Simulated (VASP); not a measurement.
# Sr (P6_3/mmc) in VASP: further runs

The runs below take Sr through single point, with BLYP.

All numbers are computed with VASP 6.6.1; they aren't measurements. Logs are shortened: lines on timing, memory, paths and dates and some standing lists are left out, and cuts for length are marked.

## 1. The cell of the first run

The structure is hexagonal, space group P6_3/mmc (No. 194). Conventional cell: a = 4.305 Å, b = 4.305 Å, c = 14.060 Å, α = 90.00°, β = 90.00°, γ = 120.00°. Within 5.6 Å of Sr (site symmetry -3m) lie 12 Sr at 4.30 Å. Sr (site symmetry -6m2) has 12 Sr at 4.30 Å within 5.6 Å.

This isn't the form of Sr at room conditions, which is fcc.

## 2. Single point, BLYP

INCAR

```
SYSTEM = Sr
  PREC = Accurate
  ENCUT = 520
  EDIFF = 1E-6
  ISMEAR = -1
  SIGMA = 0.1
  LREAL = .FALSE.
  LASPH = .TRUE.
  NELM = 80
  ALGO = Normal
  ISIF = 2
  LWAVE = .FALSE.
  LCHARG = .TRUE.
  GGA = B5
  ALDAX = 1.0
  AGGAX = 1.0
  AGGAC = 1.0
  ALDAC = 0.0
  LELF = .TRUE.
  LVHAR = .TRUE.
  NBANDS = 28
```

KPOINTS

```
regular mesh
0
G
  9 9 3
  0 0 0
```

POSCAR

```
Sr
1.0
    4.3046997420      0.0000000000      0.0000000000
   -2.1523498710      3.7279793323      0.0000000000
    0.0000000000      0.0000000000     14.0603796174
Sr
4
Direct
    1.0000000000      1.0000000000      1.0000000000
    1.0000000000      0.0000000000      0.5000000000
    0.3333333333      0.6666666667      0.2500000000
    0.6666666667      0.3333333333      0.7500000000
```

Potentials or basis: VASP PAW PBE potentials, release 64 (Sr_sv).

Run with:

```sh
> cat potpaw_PBE.64/Sr_sv/POTCAR > POTCAR
> mpirun -np 1 vasp_std > vasp.out
```

OUTCAR:

```text
SYSTEM = Sr
   PREC = Accurate
   ENCUT = 520
   EDIFF = 1E-6
   ISMEAR = -1
   LREAL = .FALSE.
   LASPH = .TRUE.
   NELM = 80
   ISIF = 2
   GGA = B5

 ion  position               nearest neighbor table
   1  0.000  0.000  0.000-   3 4.30   4 4.30   4 4.30   3 4.30   4 4.30   3 4.30
   2  0.000  0.000  0.500-   3 4.30   4 4.30   4 4.30   3 4.30   4 4.30   3 4.30
   3  0.333  0.667  0.250-   1 4.30   2 4.30   1 4.30   2 4.30   1 4.30   2 4.30
   4  0.667  0.333  0.750-   1 4.30   2 4.30   1 4.30   2 4.30   1 4.30   2 4.30

  LATTYP: Found a hexagonal cell.
 ALAT       =     4.3046997420
 C/A-ratio  =     3.2662857946

  Lattice vectors:

 A1 = (   4.3046997420,   0.0000000000,   0.0000000000)
 A2 = (  -2.1523498710,   3.7279793323,   0.0000000000)
 A3 = (   0.0000000000,   0.0000000000,  14.0603796174)

Analysis of symmetry for initial positions (statically):
=====================================================================
 Subroutine PRICEL returns:
 Original cell was already a primitive cell.

 Routine SETGRP: Setting up the symmetry group for a
 hexagonal supercell.

 Subroutine GETGRP returns: Found 24 space group operations
 (whereof 12 operations were pure point group operations)
 out of a pool of 24 trial point group operations.

The static configuration has the point symmetry D_3d.
 The point group associated with its full space group is D_6h.

Analysis of symmetry for dynamics (positions and initial velocities):
=====================================================================
 Subroutine PRICEL returns:
 Original cell was already a primitive cell.

 Routine SETGRP: Setting up the symmetry group for a
 hexagonal supercell.

 Subroutine GETGRP returns: Found 24 space group operations
 (whereof 12 operations were pure point group operations)
 out of a pool of 24 trial point group operations.

The dynamic configuration has the point symmetry D_3d.
 The point group associated with its full space group is D_6h.

 Subroutine INISYM returns: Found 24 space group operations
 (whereof 12 operations are pure point group operations),
 and found     1 'primitive' translations

----------------------------------------------------------------------------------------

                                     Primitive cell

  volume of cell :     225.6386

  direct lattice vectors                    reciprocal lattice vectors
[... 82 lines left out ...]
   ISTART =      0    job   : 0-new  1-cont  2-samecut
   ICHARG =      2    charge: 1-file 2-atom 10-const
   ISPIN  =      1    spin polarized calculation?
   LNONCOLLINEAR =      F non collinear calculations
   LSORBIT =      F    spin-orbit coupling
   LASPH  =      T    aspherical Exc in radial PAW
   ENCUT  =  520.0 eV  38.22 Ry    6.18 a.u.   8.00  8.00 26.14*2*pi/ulx,y,z
   NELM   =     80;   NELMIN=  2; NELMDL= -5     # of ELM steps
   EDIFF  = 0.1E-05   stopping-criterion for ELM
   LREAL  =      F    real-space projection
[... 7 lines left out ...]
   TEBEG  =    0.0;   TEEND  =   0.0 temperature during run
   PSTRESS=    0.0 pullay stress
   NELECT =      40.0000    total number of electrons
   NUPDOWN=      -1.0000    fix difference up-down
   EMIN   =  10.00;   EMAX   =-10.00  energy-range for DOS
   EFERMI =   0.00;   METHOD = LEGACY
   ISMEAR =    -1;   SIGMA  =   0.10  broadening in eV -4-tet -1-fermi 0-gaus
   EFERMI_NEDOS =   21; number of points for ismear=-14 and -15
   IALGO  =     38    algorithm
   IMIX   =      4    mixing-type and parameters
     AMIX     =   0.40;   BMIX     =  1.00
     AMIX_MAG =   1.60;   BMIX_MAG =  1.00
  volume/ion in A,a.u.               =      56.41       380.67
  Fermi-wavevector in a.u.,A,eV,Ry     =   0.919652  1.737891 11.507270  0.845760
  Thomas-Fermi vector in A             =   2.044870
   LORBIT       =      0    0 simple, 1 ext, 2 COOP (PROOUT), +10 PAW based schemes
   GGA     = B5    functional components
   LHFCALC =     F    Hartree Fock is set to
   AEXX    =    0.0000 exact exchange contribution
   IVDW    =     0    specifies the selected vdW correction
   LEPSILON=     F    determine dielectric tensor
   LRPA    =     F    only Hartree local field effects (RPA)
 non-spin polarized calculation
  energy-cutoff  :      520.00
  volume of cell :      225.64
 maximum number of plane-waves:      6102
   NGX = 17   NGY = 17   NGZ = 53

 number of electron      40.0000001 magnetization

 Free energy of the ion-electron system (eV)
  ---------------------------------------------------
  ext. energy  EPLUGINS =         0.00000000
  ---------------------------------------------------
  free energy    TOTEN  =        -3.80820391 eV

  energy without entropy =       -3.62187283  energy(sigma->0) =       -3.71503837

 E-fermi :   1.9523     XC(G=0):  -6.8236

 val. band max:        1.8995848547   @ k =   0.3333   0.2222   0.0000
 cond. band min:       1.9533990312   @ k =   0.3333   0.3333   0.3333
 fundamental gap:      0.0538141765
 Fermi energy:         1.9523004351

 k-point     1 :       0.0000    0.0000    0.0000
  band No.  band energies     occupation
      1     -34.7859      2.00000
      2     -34.7800      2.00000
      3     -34.7795      2.00000
      4     -34.7735      2.00000
      5     -16.9181      2.00000
      6     -16.8320      2.00000
[... 733 lines left out ...]
     27       2.8077      0.00039
     28       3.0451      0.00004

------------------------ aborting loop because EDIFF is reached ----------------------------------------

  FORCE on cell =-STRESS in cart. coord.  units (eV):
  Direction    XX          YY          ZZ          XY          YZ          ZX
  --------------------------------------------------------------------------------------
  -------------------------------------------------------------------------------------
  Total        0.0429955      0.0429955      0.0480408      0.0000000      0.0000000      0.0000000
  in kB        0.3052955      0.3052955      0.3411200      0.0000000      0.0000000      0.0000000
  external PRESSURE =       0.3172370 kB  Pullay stress =       0.0000000 kB

 VOLUME and BASIS-vectors are now :
 -----------------------------------------------------------------------------
  energy-cutoff  :      520.00
  volume of cell :      225.64
      direct lattice vectors                 reciprocal lattice vectors
     4.304699742  0.000000000  0.000000000     0.232304240  0.134120915  0.000000000
    -2.152349871  3.727979332  0.000000000     0.000000000  0.268241830  0.000000000
     0.000000000  0.000000000 14.060379617     0.000000000  0.000000000  0.071121835

 POSITION                                       TOTAL-FORCE (eV/Angst)
 -----------------------------------------------------------------------------------
      0.00000      0.00000      0.00000         0.000000     -0.000000      0.000000
      0.00000      0.00000      7.03019         0.000000     -0.000000      0.000000
     -0.00000      2.48532      3.51509         0.000000      0.000000      0.000000
      2.15235      1.24266     10.54528        -0.000000      0.000000      0.000000
 -----------------------------------------------------------------------------------
    total drift:                               -0.000000      0.000000      0.000000

  FREE ENERGIE OF THE ION-ELECTRON SYSTEM (eV)
  ---------------------------------------------------
  free  energy   TOTEN  =        -3.8082039060 eV

  energy  without entropy=       -3.6218728333  energy(sigma->0) =       -3.71503837
```

stdout:

```text
POSCAR found type information on POSCAR Sr
 POSCAR found :  1 types and       4 ions
 scaLAPACK will be used
 -----------------------------------------------------------------------------
|                                                                             |
|                                                                             |
|     You enforced a specific xc type in the INCAR file but a different       |
|     I HOPE YOU KNOW WHAT YOU ARE DOING!                                     |
|                                                                             |
 -----------------------------------------------------------------------------

 LDA part: xc-table for (Slater(with rela. corr.)+VWN5), standard interpolation
 POSCAR, INCAR and KPOINTS ok, starting setup
 FFT: planning ... GRIDC
 FFT: planning ... GRID_SOFT
 FFT: planning ... GRID
 WAVECAR not read
 entering main loop
```

It took 4.3 min on 1 thread of Oxide Virtual Turin-like, shared host; peak memory 0.34 GiB.

What came out:

```yaml
Free_energy: -3.8082 eV
Pressure: 0.0 GPa
Band_gap_on_the_k_mesh: zero (bands 20 and 21 overlap by 0.13 eV)
```

Levels at points of the mesh, in eV from the Fermi level:
| k point | band 16 | band 17 | band 18 | band 19 | band 20 | band 21 | band 22 | band 23 | band 24 | band 25 |
| --- | --- | --- | --- | --- | --- | --- | --- | --- | --- | --- |
| (0.00, 0.00, 0.00) | -18.69 | -3.57 | -2.65 | -2.65 | -1.14 | 0.16 | 1.19 | 1.21 | 2.03 | 2.03 |

Caveat: the PAW data sets were made with another functional, which shifts forces and pressure a little.

## 3. Single point, BLYP (49.64 Å³/atom)

This run uses another cell than the first one, of 49.64 Å³/atom.

INCAR

```
SYSTEM = Sr
PREC = Accurate ; ENCUT = 520
EDIFF = 1E-6 ; ISMEAR = -1
SIGMA = 0.1 ; LREAL = .FALSE.
LASPH = .TRUE. ; NELM = 60
ALGO = Normal ; ISIF = 2
LWAVE = .FALSE. ; LCHARG = .FALSE.
GGA = B5 ; ALDAX = 1.0
AGGAX = 1.0 ; AGGAC = 1.0
ALDAC = 0.0 ; NBANDS = 28
```

KPOINTS

```
Automatic mesh
0
G
  10 10 3
  0 0 0
```

POSCAR

```
Sr
1.0
    4.1251247645      0.0000000000      0.0000000000
   -2.0625623822      3.5724628399      0.0000000000
    0.0000000000      0.0000000000     13.4738364193
Sr
4
Direct
    1.0000000000      1.0000000000      1.0000000000
    1.0000000000      0.0000000000      0.5000000000
    0.3333333333      0.6666666667      0.2500000000
    0.6666666667      0.3333333333      0.7500000000
```

Potentials or basis: VASP PAW PBE potentials, release 64 (Sr_sv).

Run with:

```sh
> cat potpaw_PBE.64/Sr_sv/POTCAR > POTCAR
> mpirun -np 1 vasp_std > vasp.out
```

OUTCAR:

```text
SYSTEM = Sr
   PREC = Accurate
   ENCUT = 520
   EDIFF = 1E-6
   ISMEAR = -1
   LREAL = .FALSE.
   LASPH = .TRUE.
   NELM = 60
   ISIF = 2
   GGA = B5

 ion  position               nearest neighbor table
   1  0.000  0.000  0.000-   3 4.13   4 4.13   4 4.13   3 4.13   4 4.13   3 4.13
   2  0.000  0.000  0.500-   3 4.13   4 4.13   4 4.13   3 4.13   4 4.13   3 4.13
   3  0.333  0.667  0.250-   1 4.13   2 4.13   1 4.13   2 4.13   1 4.13   2 4.13
   4  0.667  0.333  0.750-   1 4.13   2 4.13   1 4.13   2 4.13   1 4.13   2 4.13

  LATTYP: Found a hexagonal cell.
 ALAT       =     4.1251247645
 C/A-ratio  =     3.2662857946

  Lattice vectors:

 A1 = (   4.1251247645,   0.0000000000,   0.0000000000)
 A2 = (  -2.0625623822,   3.5724628399,   0.0000000000)
 A3 = (   0.0000000000,   0.0000000000,  13.4738364193)

Analysis of symmetry for initial positions (statically):
=====================================================================
 Subroutine PRICEL returns:
 Original cell was already a primitive cell.

 Routine SETGRP: Setting up the symmetry group for a
 hexagonal supercell.

 Subroutine GETGRP returns: Found 24 space group operations
 (whereof 12 operations were pure point group operations)
[... 166 lines left out ...]
  free energy    TOTEN  =        -3.67459453 eV

  energy without entropy =       -3.50635616  energy(sigma->0) =       -3.59047535

 E-fermi :   2.4095     XC(G=0):  -7.2115

 val. band max:        2.3879269746   @ k =   0.3000   0.3000   0.3333
 cond. band min:       2.4264228132   @ k =   0.4000  -0.0000   0.0000
 fundamental gap:      0.0384958386
 Fermi energy:         2.4094627907

 k-point     1 :       0.0000    0.0000    0.0000
  band No.  band energies     occupation
      1     -34.0960      2.00000
      2     -34.0852      2.00000
      3     -34.0841      2.00000
      4     -34.0732      2.00000
      5     -16.3016      2.00000
      6     -16.1667      2.00000
[... 733 lines left out ...]
     27       3.9166      0.00000
     28       4.2283      0.00000

 [... further k-points ...]
[... 5 lines left out ...]
  --------------------------------------------------------------------------------------
  -------------------------------------------------------------------------------------
  Total        2.1050301      2.1050301      2.2048359      0.0000000      0.0000000      0.0000000
  in kB       16.9852837     16.9852837     17.7906075      0.0000000      0.0000000      0.0000000
  external PRESSURE =      17.2537250 kB  Pullay stress =       0.0000000 kB

 VOLUME and BASIS-vectors are now :
 -----------------------------------------------------------------------------
  energy-cutoff  :      520.00
  volume of cell :      198.56
      direct lattice vectors                 reciprocal lattice vectors
     4.125124764  0.000000000  0.000000000     0.242416910  0.139959468  0.000000000
    -2.062562382  3.572462840  0.000000000     0.000000000  0.279918937  0.000000000
     0.000000000  0.000000000 13.473836419     0.000000000  0.000000000  0.074217912

 POSITION                                       TOTAL-FORCE (eV/Angst)
 -----------------------------------------------------------------------------------
      0.00000      0.00000      0.00000        -0.000000      0.000000      0.000000
      0.00000      0.00000      6.73692        -0.000000      0.000000      0.000000
     -0.00000      2.38164      3.36846        -0.000000      0.000000      0.000000
      2.06256      1.19082     10.10538         0.000000     -0.000000      0.000000
 -----------------------------------------------------------------------------------
    total drift:                               -0.000000      0.000000      0.000000

  FREE ENERGIE OF THE ION-ELECTRON SYSTEM (eV)
  ---------------------------------------------------
  free  energy   TOTEN  =        -3.6745945310 eV

  energy  without entropy=       -3.5063561596  energy(sigma->0) =       -3.59047535
```

stdout:

```text
POSCAR found type information on POSCAR Sr
 POSCAR found :  1 types and       4 ions
 scaLAPACK will be used
 -----------------------------------------------------------------------------
|                                                                             |
|                                                                             |
|     You enforced a specific xc type in the INCAR file but a different       |
|     I HOPE YOU KNOW WHAT YOU ARE DOING!                                     |
|                                                                             |
 -----------------------------------------------------------------------------

 LDA part: xc-table for (Slater(with rela. corr.)+VWN5), standard interpolation
 POSCAR, INCAR and KPOINTS ok, starting setup
 FFT: planning ... GRIDC
 FFT: planning ... GRID_SOFT
 FFT: planning ... GRID
 WAVECAR not read
 entering main loop
```

It took 3 min on 1 thread of Oxide Virtual Turin-like, shared host; peak memory 0.33 GiB.

What came out:

```yaml
Free_energy: -3.6746 eV
Pressure: 1.7 GPa
Band_gap_on_the_k_mesh: zero (bands 20 and 21 overlap by 0.04 eV)
```

Stress tensor (GPa, compression positive):
```
1.70 0.00 0.00
0.00 1.70 0.00
0.00 0.00 1.78
```

Caveat: the PAW data sets were made with another functional, which shifts forces and pressure a little.

The gap in the log of VASP goes by the Fermi energy; the results here count the filled bands.